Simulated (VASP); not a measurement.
# ZnSe (I-4m2) in VASP: a series of runs

ZnSe is run at these levels: PBE; tasks: single point.

Everything below comes from runs of VASP 6.6.1. Logs are shortened: lines on timing, memory, paths and dates and some standing lists are left out, and cuts for length are marked.

## Step 1: The cell of the first run

Symmetry: I-4m2, No. 119, tetragonal system. The conventional cell has a = 3.729 Å, b = 3.729 Å, c = 5.503 Å, α = 90.00°, β = 90.00°, γ = 90.00°. Zn (site symmetry -4m2) has 4 Se at 2.32 Å within 3.1 Å. Se (site symmetry -4m2) has 4 Zn at 2.32 Å within 3.1 Å.

## Step 2: Single point, PBE (strain -0.080 along x and y, -0.040 along z)

File INCAR:

```
SYSTEM = ZnSe
PREC = Accurate
ENCUT = 520
EDIFF = 1E-6
ISMEAR = 0
SIGMA = 0.05
LREAL = .FALSE.
LASPH = .TRUE.
NELM = 60
ALGO = Normal
ISIF = 2
LWAVE = .FALSE.
LCHARG = .FALSE.
GGA = PE
NBANDS = 16
```

File KPOINTS:

```
Automatic mesh
0
G
  8 8 8
  0 0 0
```

File POSCAR:

```
ZnSe
1.0
    0.0000000000      2.6366465291      2.7512833347
    2.6366465291      0.0000000000      2.7512833347
    2.6366465291      2.6366465291      0.0000000000
Zn Se
1 1
Direct
    0.0000000000      0.0000000000      0.0000000000
    0.7500000000      0.7500000000      0.7500000000
```

Potentials or basis: VASP PAW PBE potentials, release 64 (Zn, Se).

The run is started by

```sh
$ cat potpaw_PBE.64/Zn/POTCAR potpaw_PBE.64/Se/POTCAR > POTCAR
$ mpirun -np 1 vasp_std > vasp.out
```

OUTCAR:

```text
SYSTEM = ZnSe
   PREC = Accurate
   ENCUT = 520
   EDIFF = 1E-6
   ISMEAR = 0
   LREAL = .FALSE.
   LASPH = .TRUE.
   NELM = 60
   ISIF = 2
   GGA = PE

 ion  position               nearest neighbor table
   1  0.000  0.000  0.000-   2 2.32   2 2.32   2 2.32   2 2.32
   2  0.750  0.750  0.750-   1 2.32   1 2.32   1 2.32   1 2.32

  LATTYP: Found a body centered tetragonal cell.
 ALAT       =     3.7287812806
 C/A-ratio  =     1.4757011086

  Lattice vectors:

 A1 = (  -2.6366465291,   0.0000000000,   2.7512833347)
 A2 = (   2.6366465291,   0.0000000000,   2.7512833347)
 A3 = (   0.0000000000,   2.6366465291,  -2.7512833347)

Analysis of symmetry for initial positions (statically):
=====================================================================
 Subroutine PRICEL returns:
 Original cell was already a primitive cell.

 Routine SETGRP: Setting up the symmetry group for a
 body centered tetragonal supercell.

 Subroutine GETGRP returns: Found  8 space group operations
 (whereof  8 operations were pure point group operations)
 out of a pool of 16 trial point group operations.

The static configuration has the point symmetry D_2d.

Analysis of symmetry for dynamics (positions and initial velocities):
=====================================================================
 Subroutine PRICEL returns:
 Original cell was already a primitive cell.

 Routine SETGRP: Setting up the symmetry group for a
 body centered tetragonal supercell.

 Subroutine GETGRP returns: Found  8 space group operations
 (whereof  8 operations were pure point group operations)
 out of a pool of 16 trial point group operations.

The dynamic configuration has the point symmetry D_2d.

 Subroutine INISYM returns: Found  8 space group operations
 (whereof  8 operations are pure point group operations),
 and found     1 'primitive' translations

----------------------------------------------------------------------------------------

                                     Primitive cell

  volume of cell :      38.2533

  direct lattice vectors                    reciprocal lattice vectors
     0.000000000  2.636646529  2.751283335    -0.189634824  0.189634824  0.181733373
     2.636646529  0.000000000  2.751283335     0.189634824 -0.189634824  0.181733373
     2.636646529  2.636646529  0.000000000     0.189634824  0.189634824 -0.181733373

  length of vectors
     3.810703991  3.810703991  3.728781281     0.323959491  0.323959491  0.323959491

  position of ions in fractional coordinates (direct lattice)
     0.000000000  0.000000000  0.000000000
     0.750000000  0.750000000  0.750000000

  ion indices of the primitive-cell ions
   primitive index   ion index
                 1           1
                 2           2

----------------------------------------------------------------------------------------

 KPOINTS: Automatic mesh

Automatic generation of k-mesh.
 Grid dimensions read from file:
 generate k-points for:    8    8    8

 Generating k-lattice:

  Cartesian coordinates                     Fractional coordinates (reciprocal lattice)
    -0.023704353  0.023704353  0.022716672     0.125000000  0.000000000  0.000000000
     0.023704353 -0.023704353  0.022716672     0.000000000  0.125000000  0.000000000
     0.023704353  0.023704353 -0.022716672     0.000000000  0.000000000  0.125000000

  Length of vectors
     0.040494936  0.040494936  0.040494936

  Shift w.r.t. Gamma in fractional coordinates (k-lattice)
     0.000000000  0.000000000  0.000000000

 Subroutine IBZKPT returns following result:
 ===========================================

 Found     59 irreducible k-points:

 Following reciprocal coordinates:
            Coordinates               Weight
  0.000000  0.000000  0.000000      1.000000
  0.125000 -0.000000  0.000000      8.000000
  0.250000 -0.000000  0.000000      8.000000
  0.375000 -0.000000  0.000000      8.000000
  0.500000 -0.000000  0.000000      4.000000
  0.125000  0.125000  0.000000      2.000000
[... 16 lines left out ...]
  0.250000 -0.000000  0.125000     16.000000
  0.375000  0.000000  0.125000     16.000000
 [... further k-points ...]
   k-points           NKPTS =     59   k-points in BZ     NKDIM =     59   number of bands    NBANDS=     16
   number of dos      NEDOS =    301   number of ions     NIONS =      2
   total plane-waves  NPLWV =  21952
   dimension x,y,z NGX =    28 NGY =   28 NGZ =   28
   dimension x,y,z NGXF=    56 NGYF=   56 NGZF=   56
   ions per type =               1   1
   NGX,Y,Z   is equivalent  to a cutoff of  12.22, 12.22, 12.48 a.u.
   NGXF,Y,Z  is equivalent  to a cutoff of  24.43, 24.43, 24.97 a.u.
 SYSTEM =  ZnSe
   PREC   = accura    normal or accurate (medium, high low for compatibility)
   ISTART =      0    job   : 0-new  1-cont  2-samecut
   ICHARG =      2    charge: 1-file 2-atom 10-const
   ISPIN  =      1    spin polarized calculation?
   LNONCOLLINEAR =      F non collinear calculations
   LSORBIT =      F    spin-orbit coupling
   LASPH  =      T    aspherical Exc in radial PAW
   ENCUT  =  520.0 eV  38.22 Ry    6.18 a.u.   7.09  7.09  6.93*2*pi/ulx,y,z
   NELM   =     60;   NELMIN=  2; NELMDL= -5     # of ELM steps
   EDIFF  = 0.1E-05   stopping-criterion for ELM
   LREAL  =      F    real-space projection
   EDIFFG = 0.1E-04   stopping-criterion for IOM
   NSW    =      0    number of steps for IOM
   IBRION =     -1    ionic relax: 0-MD 1-quasi-New 2-CG
   NFREE  =      0    steps in history (QN), initial steepest desc. (CG)
   ISIF   =      2    stress and relaxation
   ISYM   =      2    0-nonsym 1-usesym 2-fastsym
   POTIM  = 0.5000    time-step for ionic-motion
   TEBEG  =    0.0;   TEEND  =   0.0 temperature during run
   PSTRESS=    0.0 pullay stress
   NELECT =      18.0000    total number of electrons
   NUPDOWN=      -1.0000    fix difference up-down
   EMIN   =  10.00;   EMAX   =-10.00  energy-range for DOS
   EFERMI =   0.00;   METHOD = LEGACY
   ISMEAR =     0;   SIGMA  =   0.05  broadening in eV -4-tet -1-fermi 0-gaus
   EFERMI_NEDOS =   21; number of points for ismear=-14 and -15
   IALGO  =     38    algorithm
   IMIX   =      4    mixing-type and parameters
     AMIX     =   0.40;   BMIX     =  1.00
     AMIX_MAG =   1.60;   BMIX_MAG =  1.00
  volume/ion in A,a.u.               =      19.13       129.07
  Fermi-wavevector in a.u.,A,eV,Ry     =   1.273335  2.406254 22.060236  1.621382
  Thomas-Fermi vector in A             =   2.406164
   LORBIT       =      0    0 simple, 1 ext, 2 COOP (PROOUT), +10 PAW based schemes
   GGA     = PE    functional components
   LHFCALC =     F    Hartree Fock is set to
   AEXX    =    0.0000 exact exchange contribution
   IVDW    =     0    specifies the selected vdW correction
   LEPSILON=     F    determine dielectric tensor
   LRPA    =     F    only Hartree local field effects (RPA)
 non-spin polarized calculation
 Gauss-broadening in eV      SIGMA  =   0.05
  energy-cutoff  :      520.00
  volume of cell :       38.25
 maximum number of plane-waves:      1044
   NGX = 15   NGY = 15   NGZ = 13

 number of electron      18.0000024 magnetization

 Free energy of the ion-electron system (eV)
  ---------------------------------------------------
  ext. energy  EPLUGINS =         0.00000000
  ---------------------------------------------------
  free energy    TOTEN  =        -5.58013697 eV

  energy without entropy =       -5.58013697  energy(sigma->0) =       -5.58013697

 E-fermi :   3.6395     XC(G=0): -10.1416

 val. band max:        3.3354335324   @ k =   0.0000   0.0000   0.0000
 cond. band min:       5.3045878151   @ k =   0.0000   0.0000   0.0000
 fundamental gap:      1.9691542827
 Fermi energy:         3.6394862620

 k-point     1 :       0.0000    0.0000    0.0000
  band No.  band energies     occupation
      1     -11.2680      2.00000
      2      -4.0873      2.00000
      3      -4.0621      2.00000
      4      -4.0621      2.00000
      5      -3.5360      2.00000
      6      -3.5165      2.00000
[... 8 lines left out ...]
     15      14.5969      0.00000
     16      15.5202      0.00000

 k-point     2 :       0.1250   -0.0000    0.0000
  band No.  band energies     occupation
      1     -11.1302      2.00000
      2      -4.0830      2.00000
      3      -4.0516      2.00000
      4      -4.0382      2.00000
      5      -3.5369      2.00000
      6      -3.5207      2.00000
[... 8 lines left out ...]
     15      14.4474      0.00000
     16      14.7484      0.00000

 k-point     3 :       0.2500   -0.0000    0.0000
  band No.  band energies     occupation
      1     -10.7655      2.00000
      2      -4.0567      2.00000
      3      -4.0065      2.00000
      4      -3.9851      2.00000
      5      -3.5297      2.00000
      6      -3.5238      2.00000
[... 8 lines left out ...]
     15      14.0084      0.00000
     16      14.4212      0.00000

 k-point     4 :       0.3750   -0.0000    0.0000
  band No.  band energies     occupation
      1     -10.3409      2.00000
      2      -3.9795      2.00000
      3      -3.9419      2.00000
      4      -3.8542      2.00000
      5      -3.5133      2.00000
      6      -3.5047      2.00000
[... 8 lines left out ...]
     15      15.1798      0.00000
     16      15.4354      0.00000

 k-point     5 :       0.5000   -0.0000    0.0000
  band No.  band energies     occupation
      1     -10.1408      2.00000
      2      -3.9677      2.00000
      3      -3.9280      2.00000
      4      -3.5037      2.00000
      5      -3.5016      2.00000
      6      -3.3258      2.00000
[... 8 lines left out ...]
     15      16.8816      0.00000
     16      17.2654      0.00000

 k-point     6 :       0.1250    0.1250    0.0000
  band No.  band energies     occupation
      1     -11.0934      2.00000
      2      -4.1148      2.00000
      3      -4.0190      2.00000
      4      -4.0190      2.00000
      5      -3.5561      2.00000
      6      -3.5073      2.00000
[... 8 lines left out ...]
     15      15.1785      0.00000
     16      15.7377      0.00000

 k-point     7 :       0.2500    0.1250    0.0000
  band No.  band energies     occupation
      1     -10.8104      2.00000
      2      -4.1160      2.00000
      3      -3.9715      2.00000
      4      -3.9642      2.00000
      5      -3.5651      2.00000
      6      -3.5012      2.00000
[... 8 lines left out ...]
     15      15.3416      0.00000
     16      16.0146      0.00000

 k-point     8 :       0.3750    0.1250    0.0000
  band No.  band energies     occupation
      1     -10.3995      2.00000
      2      -4.0339      2.00000
      3      -3.9136      2.00000
      4      -3.8917      2.00000
      5      -3.5381      2.00000
      6      -3.4959      2.00000
[... 8 lines left out ...]
     15      15.4574      0.00000
     16      16.0103      0.00000

 k-point     9 :       0.5000    0.1250    0.0000
  band No.  band energies     occupation
      1     -10.1019      2.00000
      2      -3.9749      2.00000
      3      -3.8952      2.00000
      4      -3.6075      2.00000
      5      -3.5001      2.00000
      6      -3.3996      2.00000
[... 8 lines left out ...]
     15      16.4516      0.00000
     16      16.9580      0.00000
[... 172 lines left out ...]
 k-point    19 :       0.5000    0.3750    0.0000
  band No.  band energies     occupation
      1      -9.8737      2.00000
      2      -4.1453      2.00000
      3      -3.7240      2.00000
      4      -3.7047      2.00000
      5      -3.4676      2.00000
      6      -3.3588      2.00000
[... 8 lines left out ...]
     15      17.6841      0.00000
     16      18.7623      0.00000

 k-point    20 :      -0.3750    0.3750    0.0000
  band No.  band energies     occupation
      1      -9.8176      2.00000
      2      -4.0400      2.00000
      3      -3.7531      2.00000
      4      -3.6315      2.00000
      5      -3.4977      2.00000
      6      -3.1548      2.00000
[... 8 lines left out ...]
     15      15.8828      0.00000
     16      19.8153      0.00000

 k-point    21 :       0.5000    0.5000    0.0000
  band No.  band energies     occupation
      1      -9.8165      2.00000
      2      -4.2026      2.00000
      3      -3.6883      2.00000
      4      -3.6883      2.00000
      5      -3.4538      2.00000
      6      -3.3323      2.00000
[... 8 lines left out ...]
     15      17.8811      0.00000
     16      18.5832      0.00000

 k-point    22 :       0.1250    0.0000    0.1250
  band No.  band energies     occupation
      1     -11.0795      2.00000
      2      -4.0942      2.00000
      3      -4.0485      2.00000
      4      -4.0190      2.00000
      5      -3.5409      2.00000
      6      -3.5181      2.00000
[... 8 lines left out ...]
     15      14.9710      0.00000
     16      15.4419      0.00000

 k-point    23 :       0.2500   -0.0000    0.1250
  band No.  band energies     occupation
      1     -10.7854      2.00000
      2      -4.1037      2.00000
      3      -3.9981      2.00000
      4      -3.9646      2.00000
      5      -3.5494      2.00000
      6      -3.5078      2.00000
[... 8 lines left out ...]
     15      14.9202      0.00000
     16      16.0311      0.00000

 k-point    24 :       0.3750    0.0000    0.1250
  band No.  band energies     occupation
      1     -10.3725      2.00000
      2      -4.0195      2.00000
      3      -3.9444      2.00000
      4      -3.8933      2.00000
      5      -3.5247      2.00000
      6      -3.4906      2.00000
[... 8 lines left out ...]
     15      15.5285      0.00000
     16      16.2208      0.00000

 [... further k-points ...]
[... 5 lines left out ...]
  --------------------------------------------------------------------------------------
  -------------------------------------------------------------------------------------
  Total        4.7043184      4.7043184      4.4262780      0.0000000      0.0000000     -0.0000000
  in kB      197.0326308    197.0326308    185.3873656      0.0000000      0.0000000     -0.0000000
  external PRESSURE =     193.1508757 kB  Pullay stress =       0.0000000 kB

 VOLUME and BASIS-vectors are now :
 -----------------------------------------------------------------------------
  energy-cutoff  :      520.00
  volume of cell :       38.25
      direct lattice vectors                 reciprocal lattice vectors
     0.000000000  2.636646529  2.751283335    -0.189634824  0.189634824  0.181733373
     2.636646529  0.000000000  2.751283335     0.189634824 -0.189634824  0.181733373
     2.636646529  2.636646529  0.000000000     0.189634824  0.189634824 -0.181733373

 POSITION                                       TOTAL-FORCE (eV/Angst)
 -----------------------------------------------------------------------------------
      0.00000      0.00000      0.00000         0.000000      0.000000     -0.000000
      3.95497      3.95497      4.12693        -0.000000     -0.000000      0.000000
 -----------------------------------------------------------------------------------
    total drift:                               -0.000001     -0.000001     -0.000005

  FREE ENERGIE OF THE ION-ELECTRON SYSTEM (eV)
  ---------------------------------------------------
  free  energy   TOTEN  =        -5.5801369704 eV

  energy  without entropy=       -5.5801369704  energy(sigma->0) =       -5.58013697
```

Wall time 24 s (1 thread of Intel Xeon Platinum 8488C (Sapphire Rapids), shared host); peak memory 0.18 GiB.

What came out:

| Property | Result |
| --- | --- |
| Free energy | -5.5801 eV |
| Pressure | 19.3 GPa |
| Band gap on the k mesh | 1.97 eV, direct |

Stress tensor (GPa, compression positive):
```
19.70  0.00  0.00
 0.00 19.70  0.00
 0.00  0.00 18.54
```

Levels at points of the mesh, in eV from the valence-band top:
| k point | band 7 | band 8 | band 9 | band 10 | band 11 | band 12 |
| --- | --- | --- | --- | --- | --- | --- |
| (0.00, 0.00, 0.00) | -0.20 | 0.00 | 0.00 | 1.97 | 5.63 | 5.64 |
| (0.50, 0.00, 0.00) | -6.50 | -1.37 | -1.06 | 2.74 | 6.07 | 6.43 |
| (0.50, 0.50, 0.00) | -5.79 | -2.76 | -2.76 | 2.65 | 3.57 | 11.77 |
| (0.50, 0.00, 0.50) | -5.52 | -3.09 | -2.98 | 2.38 | 3.14 | 12.05 |

Caveat: the cell differs from its parent crystal (strain -0.080 along x and y, -0.040 along z). A k mesh can miss the band edges.

## Step 3: Single point, PBE (strain -0.040 along x and y, +0.000 along z)

File INCAR:

```
SYSTEM = ZnSe
ALGO     = Normal         ! electronic algorithm
EDIFF    = 1E-6           ! SCF threshold, eV
ENCUT    = 520            ! plane-wave cutoff, eV
GGA      = PE             ! functional
ISIF     = 2              ! what is computed and relaxed
ISMEAR   = 0              ! smearing method
LASPH    = .TRUE.         ! aspherical terms in the spheres
LCHARG   = .TRUE.         ! write CHGCAR
LELF     = .TRUE.         ! ELF
LREAL    = .FALSE.        ! projectors in reciprocal space
LVHAR    = .TRUE.       
LWAVE    = .FALSE.        ! write WAVECAR
NBANDS   = 16             ! bands
NELM     = 100            ! most SCF steps
PREC     = Accurate       ! precision mode
SIGMA    = 0.05           ! smearing width, eV
```

File KPOINTS:

```
k-points
0
G
  8 8 8
  0 0 0
```

File POSCAR:

```
ZnSe
1.0
    0.0000000000      2.7512833347      2.8659201403
    2.7512833347      0.0000000000      2.8659201403
    2.7512833347      2.7512833347      0.0000000000
Zn Se
1 1
Direct
    0.0000000000      0.0000000000      0.0000000000
    0.7500000000      0.7500000000      0.7500000000
```

Potentials or basis: VASP PAW PBE potentials, release 64 (Zn, Se).

The run is started by

```sh
$ cat potpaw_PBE.64/Zn/POTCAR potpaw_PBE.64/Se/POTCAR > POTCAR
$ mpirun -np 1 vasp_std > vasp.out
```

Wall time 33 s (1 thread of Intel Xeon Platinum 8488C (Sapphire Rapids), shared host); peak memory 0.19 GiB.

Results (log left out):

```
Free energy            : -5.9613 eV
Pressure               : 5.9 GPa
Band gap on the k mesh : 1.42 eV, direct
```

Stress tensor (GPa, compression positive):
```
6.33 0.00 0.00
0.00 6.33 0.00
0.00 0.00 4.90
```

Levels at points of the mesh, in eV from the valence-band top:
| k point | band 7 | band 8 | band 9 | band 10 | band 11 | band 12 |
| --- | --- | --- | --- | --- | --- | --- |
| (0.00, 0.00, 0.00) | -0.17 | 0.00 | 0.00 | 1.42 | 5.73 | 5.73 |
| (0.50, 0.00, 0.00) | -5.59 | -1.12 | -0.86 | 2.55 | 6.18 | 6.49 |
| (0.50, 0.50, 0.00) | -5.18 | -2.26 | -2.26 | 2.96 | 3.66 | 10.77 |
| (0.50, 0.00, 0.50) | -4.93 | -2.53 | -2.45 | 2.75 | 3.27 | 11.15 |

Caveat: the cell differs from its parent crystal (strain -0.040 along x and y, +0.000 along z).
